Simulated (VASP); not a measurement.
# TiC63 (a cell with a defect) in VASP: single point with PBEsol

Aim: the single point of TiC63 (a cell with a defect) with PBEsol.

Everything below comes from runs of VASP 6.6.1. Logs are shortened: lines on timing, memory, paths and dates and some standing lists are left out, and cuts for length are marked.

**1. The cell of the first run**

The cell holds a defect, 64 atoms: a = 7.108 Å, b = 7.108 Å, c = 7.108 Å, α = 90.00°, β = 90.00°, γ = 90.00°.

**2. Single point, PBEsol, collinear spin, ferromagnetic start**

Contents of INCAR:

```
SYSTEM = TiC63
PREC = Accurate ; ENCUT = 520
EDIFF = 1E-6 ; ISMEAR = -1
SIGMA = 0.05 ; LREAL = Auto
LASPH = .True. ; NELM = 200
ALGO = Normal ; ISIF = 2
LWAVE = .False. ; LCHARG = .True.
ISPIN = 2 ; MAGMOM = 0 0 0 0 0 0 0 0 0 0 0 0 0 0 0 0 0 0 0 0 0 0 0 0 0 0 0 0 0 0 0 0 0 0 0 0 0 0 0 0 0 0 0 0 0 0 0 0 0 0 0 0 0 0 0 0 0 0 0 0 0 0 0 1
LORBIT = 11 ; LMAXMIX = 4
GGA = PS ; LELF = .True.
LVHAR = .True. ; NBANDS = 174
NELECT = 265.0 ; ISYM = 0
GGA_COMPAT = .False.
```

Contents of KPOINTS:

```
Automatic mesh
0
Gamma
  1 1 1
  0.25 0.25 0.25
```

Contents of POSCAR:

```
TiC63
1.0
    7.1076060000      0.0000000000      0.0000000000
    0.0000000000      7.1076060000      0.0000000000
    0.0000000000      0.0000000000      7.1076060000
C Ti
63 1
Direct
    0.9998060000      0.0000170000      0.0003950000
    0.9991390000      0.9993480000      0.5004570000
    0.9991430000      0.5000650000      0.9997520000
    0.9998900000      0.5001060000      0.5004840000
    0.4997990000      0.9998730000      0.0002750000
    0.5000560000      0.9999670000      0.5004740000
    0.5000540000      0.5000980000      0.0003550000
    0.1256860000      0.1257820000      0.1261600000
    0.1207310000      0.1211080000      0.6250300000
    0.1207650000      0.6246530000      0.1215210000
    0.1247690000      0.6248710000      0.6252480000
    0.6239890000      0.1230680000      0.1234560000
    0.6248970000      0.1253670000      0.6250020000
    0.6249090000      0.6246380000      0.1257510000
    0.6460510000      0.6436640000      0.6440050000
    0.2498340000      0.2500360000      0.0017130000
    0.2437710000      0.2444540000      0.5047880000
    0.2495210000      0.7501290000      0.9991690000
    0.2448310000      0.7550370000      0.4976330000
    0.7498640000      0.2499700000      0.9997580000
    0.7556190000      0.2457790000      0.4984490000
    0.7498200000      0.7498250000      0.0005980000
    0.7542900000      0.7533870000      0.5033040000
    0.3756470000      0.3768030000      0.1259480000
    0.3490230000      0.3486290000      0.6533430000
    0.3761110000      0.8786820000      0.1223310000
    0.3754530000      0.8751130000      0.6250780000
    0.8788780000      0.3762200000      0.1221370000
    0.8761550000      0.3751510000      0.6261160000
    0.8744470000      0.8751420000      0.1255900000
    0.8775540000      0.8774130000      0.6245720000
    0.2498340000      0.0013250000      0.2504240000
    0.2495220000      0.9987750000      0.7505150000
    0.2438190000      0.5043950000      0.2448760000
    0.2448190000      0.4972520000      0.7554180000
    0.7498700000      0.9993830000      0.2503510000
    0.7498170000      0.0002250000      0.7502040000
    0.7556150000      0.4980890000      0.2461680000
    0.7542850000      0.5029380000      0.7537540000
    0.3756480000      0.1255610000      0.3771970000
    0.3761110000      0.1219260000      0.8790870000
    0.3492020000      0.6528540000      0.3491520000
    0.3754570000      0.6246900000      0.8754900000
    0.8788850000      0.1217410000      0.3766060000
    0.8744400000      0.1252090000      0.8755180000
    0.8761570000      0.6257380000      0.3755320000
    0.8775590000      0.6241920000      0.8778000000
    0.0010630000      0.2498670000      0.2502550000
    0.9988400000      0.2493840000      0.7509530000
    0.9988580000      0.7505670000      0.2497710000
    0.0004690000      0.7499370000      0.7503250000
    0.5030280000      0.2476220000      0.2480010000
    0.4979300000      0.2458400000      0.7545630000
    0.4979560000      0.7541670000      0.2462420000
    0.5029550000      0.7521390000      0.7525080000
    0.1243250000      0.3759280000      0.3763170000
    0.1212380000      0.3759950000      0.8794620000
    0.1212490000      0.8790740000      0.3763780000
    0.1252560000      0.8748190000      0.8752100000
    0.6533340000      0.3533360000      0.3536820000
    0.6250990000      0.3756320000      0.8756660000
    0.6251190000      0.8752900000      0.3760060000
    0.6240480000      0.8771440000      0.8775220000
    0.4882190000      0.4933260000      0.4940100000
```

Potentials or basis: VASP PAW PBE potentials, release 64 (C, Ti_sv).

Command:

```sh
cat potpaw_PBE.64/C/POTCAR potpaw_PBE.64/Ti_sv/POTCAR > POTCAR
mpirun -np 1 vasp_std > vasp.out
```

OUTCAR:

```text
SYSTEM = TiC63
   PREC = Accurate
   ENCUT = 520
   EDIFF = 1E-6
   ISMEAR = -1
   LREAL = Auto
   LASPH = .True.
   NELM = 200
   ISIF = 2
   ISPIN = 2
   LORBIT = 11
   GGA = PS
   NELECT = 265.0
   ISYM = 0

 ion  position               nearest neighbor table
   1  1.000  0.000  0.000-  30 1.54  45 1.54  59 1.54   8 1.55
   2  0.999  0.999  0.500-  58 1.50  44 1.50  31 1.51   9 1.51
   3  0.999  0.500  1.000-  57 1.50  28 1.50  47 1.51  10 1.51
   4  1.000  0.500  0.500-  56 1.53  46 1.54  29 1.54  11 1.54
   5  0.500  1.000  0.000-  41 1.51  26 1.51  63 1.52  12 1.52
   6  0.500  1.000  0.500-  40 1.53  27 1.53  62 1.54  13 1.54
[... 8 lines left out ...]
  15  0.646  0.644  0.644-  23 1.48  39 1.48  55 1.49  64 1.88
  16  0.250  0.250  0.002-   8 1.53  24 1.55  57 1.55  41 1.55
  17  0.244  0.244  0.505-  25 1.49   9 1.50  40 1.55  56 1.56  64 2.48
[... 32 lines left out ...]
  50  0.999  0.751  0.250-  30 1.53  46 1.53  10 1.54  58 1.55
  51  0.000  0.750  0.750-  11 1.54  59 1.54  47 1.54  31 1.54
  52  0.503  0.248  0.248-  60 1.51  12 1.52  24 1.55  40 1.55  64 2.47
  53  0.498  0.246  0.755-  25 1.47  41 1.52  13 1.55  61 1.55
  54  0.498  0.754  0.246-  42 1.47  26 1.52  14 1.55  62 1.55
  55  0.503  0.752  0.753-  15 1.49  63 1.52  27 1.55  43 1.55
  56  0.124  0.376  0.376-   4 1.53  48 1.54  17 1.56  34 1.56
  57  0.121  0.376  0.879-   3 1.50  35 1.51  16 1.55  49 1.55
  58  0.121  0.879  0.376-   2 1.50  19 1.51  32 1.55  50 1.55
  59  0.125  0.875  0.875-  18 1.53  33 1.53  51 1.54   1 1.54
  60  0.653  0.353  0.354-  38 1.47  21 1.47  52 1.51  64 1.83
  61  0.625  0.376  0.876-   7 1.54  20 1.54  53 1.55  39 1.55
  62  0.625  0.875  0.376-   6 1.54  36 1.54  54 1.55  23 1.55
  63  0.624  0.877  0.878-   5 1.52  55 1.52  22 1.54  37 1.54
  64  0.488  0.493  0.494-  25 1.82  42 1.82  60 1.83  15 1.88  52 2.47  17 2.48  34 2.48

IMPORTANT INFORMATION: All symmetrisations will be switched off!
NOSYMM: (Re-)initialisation of all symmetry stuff for point group C_1.

----------------------------------------------------------------------------------------

                                     Primitive cell

  volume of cell :     359.0625

  direct lattice vectors                    reciprocal lattice vectors
     7.107606000  0.000000000  0.000000000     0.140694349  0.000000000  0.000000000
     0.000000000  7.107606000  0.000000000     0.000000000  0.140694349  0.000000000
     0.000000000  0.000000000  7.107606000     0.000000000  0.000000000  0.140694349

  length of vectors
     7.107606000  7.107606000  7.107606000     0.140694349  0.140694349  0.140694349

  position of ions in fractional coordinates (direct lattice)
     0.999806000  0.000017000  0.000395000
     0.999139000  0.999348000  0.500457000
     0.999143000  0.500065000  0.999752000
     0.999890000  0.500106000  0.500484000
     0.499799000  0.999873000  0.000275000
     0.500056000  0.999967000  0.500474000
[... 56 lines left out ...]
     0.624048000  0.877144000  0.877522000
     0.488219000  0.493326000  0.494010000

  ion indices of the primitive-cell ions
   primitive index   ion index
                 1           1
                 2           2
                 3           3
                 4           4
                 5           5
                 6           6
[... 56 lines left out ...]
                63          63
                64          64

----------------------------------------------------------------------------------------

 KPOINTS: Automatic mesh

Automatic generation of k-mesh.
 Grid dimensions read from file:
 generate k-points for:    1    1    1

 Generating k-lattice:

  Cartesian coordinates                     Fractional coordinates (reciprocal lattice)
     0.140694349  0.000000000  0.000000000     1.000000000  0.000000000  0.000000000
     0.000000000  0.140694349  0.000000000     0.000000000  1.000000000  0.000000000
     0.000000000  0.000000000  0.140694349     0.000000000  0.000000000  1.000000000

  Length of vectors
     0.140694349  0.140694349  0.140694349

  Shift w.r.t. Gamma in fractional coordinates (k-lattice)
     0.250000000  0.250000000  0.250000000
[... 29 lines left out ...]
   NELM   =    200;   NELMIN=  2; NELMDL= -5     # of ELM steps
   EDIFF  = 0.1E-05   stopping-criterion for ELM
   LREAL  =      T    real-space projection
   EDIFFG = 0.1E-04   stopping-criterion for IOM
   NSW    =      0    number of steps for IOM
   IBRION =     -1    ionic relax: 0-MD 1-quasi-New 2-CG
   NFREE  =      0    steps in history (QN), initial steepest desc. (CG)
   ISIF   =      2    stress and relaxation
   ISYM   =      0    0-nonsym 1-usesym 2-fastsym
   POTIM  = 0.5000    time-step for ionic-motion
   TEBEG  =    0.0;   TEEND  =   0.0 temperature during run
   PSTRESS=    0.0 pullay stress
   NELECT =     265.0000    total number of electrons
   NUPDOWN=      -1.0000    fix difference up-down
   EMIN   =  10.00;   EMAX   =-10.00  energy-range for DOS
   EFERMI =   0.00;   METHOD = LEGACY
   ISMEAR =    -1;   SIGMA  =   0.05  broadening in eV -4-tet -1-fermi 0-gaus
   EFERMI_NEDOS =   21; number of points for ismear=-14 and -15
   IALGO  =     38    algorithm
   IMIX   =      4    mixing-type and parameters
     AMIX     =   0.40;   BMIX     =  1.00
     AMIX_MAG =   1.60;   BMIX_MAG =  1.00
  volume/ion in A,a.u.               =       5.61        37.86
  Fermi-wavevector in a.u.,A,eV,Ry     =   1.479449  2.795754 29.780030  2.188770
  Thomas-Fermi vector in A             =   2.593606
   LORBIT       =     11    0 simple, 1 ext, 2 COOP (PROOUT), +10 PAW based schemes
   GGA     = PS    functional components
   LHFCALC =     F    Hartree Fock is set to
   AEXX    =    0.0000 exact exchange contribution
   IVDW    =     0    specifies the selected vdW correction
   LEPSILON=     F    determine dielectric tensor
   LRPA    =     F    only Hartree local field effects (RPA)
 spin polarized calculation
  energy-cutoff  :      520.00
  volume of cell :      359.06
 maximum number of plane-waves:      9651
 NGX is ok and might be reduce to    54
   NGX = 27   NGY = 27   NGZ = 27

 number of electron     265.0000011 magnetization       0.9999081

 Free energy of the ion-electron system (eV)
  ---------------------------------------------------
  ext. energy  EPLUGINS =         0.00000000
  ---------------------------------------------------
  free energy    TOTEN  =      -592.10332959 eV

  energy without entropy =     -592.04653609  energy(sigma->0) =     -592.07493284

 E-fermi :  13.6054     XC(G=0): -13.5891

 val. band max:       13.5489108610   @ k =   0.2500  -0.2500   0.2500
 cond. band min:      13.6062433122   @ k =  -0.2500  -0.2500   0.2500
 fundamental gap:      0.0573324512
 Fermi energy:        13.6054040679

 spin component 1

 k-point     1 :       0.2500    0.2500    0.2500
  band No.  band energies     occupation
      1     -43.0672      1.00000
      2     -19.8974      1.00000
      3     -19.8655      1.00000
      4     -19.8642      1.00000
      5     -11.2266      1.00000
      6     -10.1533      1.00000
[... 577 lines left out ...]
    143      15.9421      0.00000
    144      16.1445      0.00000
 Fermi energy:        13.6054040679

 spin component 2

 k-point     1 :       0.2500    0.2500    0.2500
  band No.  band energies     occupation
      1     -42.4704      1.00000
      2     -19.3830      1.00000
      3     -19.2769      1.00000
      4     -19.1954      1.00000
      5     -11.2187      1.00000
      6     -10.1452      1.00000
[... 577 lines left out ...]
    143      15.9937      0.00000
    144      16.2250      0.00000
 [bands above 144 left out]

------------------------ aborting loop because EDIFF is reached ----------------------------------------

  FORCE on cell =-STRESS in cart. coord.  units (eV):
  Direction    XX          YY          ZZ          XY          YZ          ZX
  --------------------------------------------------------------------------------------
  -------------------------------------------------------------------------------------
  Total       52.8824653     50.3102970     50.3071275     -1.6200052     -3.4943972     -1.6741578
  in kB      235.9675264    224.4902213    224.4760786     -7.2286458    -15.5923943     -7.4702808
  external PRESSURE =     228.3112754 kB  Pullay stress =       0.0000000 kB

 VOLUME and BASIS-vectors are now :
 -----------------------------------------------------------------------------
  energy-cutoff  :      520.00
  volume of cell :      359.06
      direct lattice vectors                 reciprocal lattice vectors
     7.107606000  0.000000000  0.000000000     0.140694349  0.000000000  0.000000000
     0.000000000  7.107606000  0.000000000     0.000000000  0.140694349  0.000000000
     0.000000000  0.000000000  7.107606000     0.000000000  0.000000000  0.140694349

 POSITION                                       TOTAL-FORCE (eV/Angst)
 -----------------------------------------------------------------------------------
      7.10623      0.00012      0.00281         0.067256      0.070601      0.070443
      7.10149      7.10297      3.55705         0.060853      0.084535      0.029218
      7.10151      3.55426      7.10584         0.061797      0.037184      0.080929
      7.10682      3.55456      3.55724         0.066778      0.074437      0.071090
      3.55237      7.10670      0.00195         0.082850      0.060185      0.061613
      3.55420      7.10737      3.55717         0.068903      0.068081      0.069699
[... 56 lines left out ...]
      4.43549      6.23439      6.23708        -0.062312      0.042390      0.039044
      3.47007      3.50637      3.51123         0.466616      0.296587      0.270042
 -----------------------------------------------------------------------------------
    total drift:                                0.009018     -0.015636     -0.054592

  FREE ENERGIE OF THE ION-ELECTRON SYSTEM (eV)
  ---------------------------------------------------
  free  energy   TOTEN  =      -592.1033295858 eV

  energy  without entropy=     -592.0465360875  energy(sigma->0) =     -592.07493284

 total charge

# of ion       s       p       d       tot
------------------------------------------
    1        0.827   1.752   0.000   2.578
    2        0.839   1.824   0.000   2.663
    3        0.839   1.824   0.000   2.663
    4        0.828   1.765   0.000   2.593
    5        0.838   1.812   0.000   2.650
    6        0.828   1.763   0.000   2.591
[... 56 lines left out ...]
   63        0.832   1.769   0.000   2.601
   64        2.386   6.293   2.802  11.481
--------------------------------------------------
tot         54.708 118.121   2.802 175.632

 magnetization (x)

# of ion       s       p       d       tot
------------------------------------------
    1       -0.000  -0.000   0.000  -0.000
    2        0.000   0.000   0.000   0.000
    3        0.000   0.000   0.000   0.000
    4       -0.000  -0.000   0.000  -0.000
    5        0.000  -0.000   0.000   0.000
    6       -0.000  -0.000   0.000  -0.000
[... 56 lines left out ...]
   63        0.001   0.001   0.000   0.002
   64        0.008   0.003   0.652   0.663
--------------------------------------------------
tot          0.067   0.020   0.652   0.738
```

Run time: 21 min. Hardware: 1 thread of Intel Xeon Platinum 8375C at 2.90GHz (Ice Lake), shared host; peak memory 0.69 GiB.

What came out:

| Property | Result |
| --- | --- |
| Free energy | -592.1033 eV |
| Largest force | 0.615 eV/Å |
| Net moment | 1.00 μB per cell |
| Site moments | C -0.00, +0.00, -0.01, +0.01; Ti +0.66 μB |
| Valence electrons inside the program's atomic spheres | C 2.58, 2.66, 2.59, 2.65, 2.61, 2.60, 2.57, 2.73, 2.77, 2.76; Ti 11.48 |

Forces in eV/Å, atoms in the order of the input:
```
C    0.067  0.071  0.070
C    0.061  0.085  0.029
C    0.062  0.037  0.081
C    0.067  0.074  0.071
C    0.083  0.060  0.062
C    0.069  0.068  0.070
C    0.072  0.074  0.070
C   -0.062 -0.089 -0.087
C   -0.043 -0.111 -0.005
C   -0.045 -0.011 -0.109
C   -0.030 -0.099 -0.101
C   -0.064 -0.196 -0.196
C   -0.015 -0.139 -0.038
C   -0.017 -0.040 -0.140
C   -0.323 -0.137 -0.138
C    0.107  0.082  0.060
C    0.315  0.232 -0.065
C    0.133  0.101  0.077
C    0.102  0.164 -0.067
C    0.080  0.090  0.085
C    0.131  0.041  0.014
C    0.044  0.095  0.089
C   -0.111 -0.006 -0.208
C   -0.121 -0.139 -0.086
C   -0.166  0.059 -0.159
C    0.014 -0.095 -0.070
C   -0.072 -0.062 -0.059
C   -0.178 -0.014 -0.027
C   -0.129 -0.018 -0.121
C   -0.075 -0.077 -0.082
C   -0.005  0.014 -0.001
C    0.106  0.057  0.084
C    0.128  0.075  0.106
C    0.318 -0.064  0.231
C    0.096 -0.070  0.172
C    0.081  0.088  0.092
C    0.046  0.090  0.096
C    0.129  0.015  0.037
C   -0.114 -0.207 -0.002
C   -0.121 -0.088 -0.141
C    0.016 -0.069 -0.094
C   -0.176 -0.166  0.060
C   -0.066 -0.061 -0.061
C   -0.177 -0.026 -0.017
C   -0.074 -0.081 -0.074
C   -0.126 -0.125 -0.016
C   -0.008 -0.002  0.018
C    0.023  0.068  0.070
C    0.069  0.090  0.118
C    0.067  0.119  0.092
C    0.037  0.086  0.087
C    0.222  0.031  0.030
C   -0.078 -0.097  0.331
C   -0.075  0.329 -0.095
C   -0.076  0.129  0.131
C    0.020 -0.055 -0.057
C    0.016 -0.011 -0.116
C    0.015 -0.117 -0.015
C   -0.069 -0.066 -0.071
C   -0.475 -0.243 -0.239
C   -0.054 -0.019 -0.063
C   -0.057 -0.063 -0.020
C   -0.062  0.042  0.039
Ti   0.467  0.297  0.270
```

Levels at points of the mesh, in eV from the Fermi level:
Spin up:
```csv
k point,band 131,band 132,band 133,band 134,band 135,band 136
"(0.25, 0.25, 0.25)",-2.99,-2.91,0.02,0.10,1.10,1.14
```
Spin down:
```csv
k point,band 128,band 129,band 130,band 131,band 132,band 133,band 134,band 135,band 136,band 137
"(0.25, 0.25, 0.25)",-4.51,-3.76,-3.20,-2.89,-2.80,0.66,0.67,1.22,1.30,1.37
```

Caveat: the k points lie up to 0.88 Å⁻¹ apart; the cell carries a net charge on a neutralising background, which shifts energy and pressure; the cell is charged against a uniform background, so pressure and absolute levels hang on convention; the PAW data sets were made with another functional, which shifts forces and pressure a little.
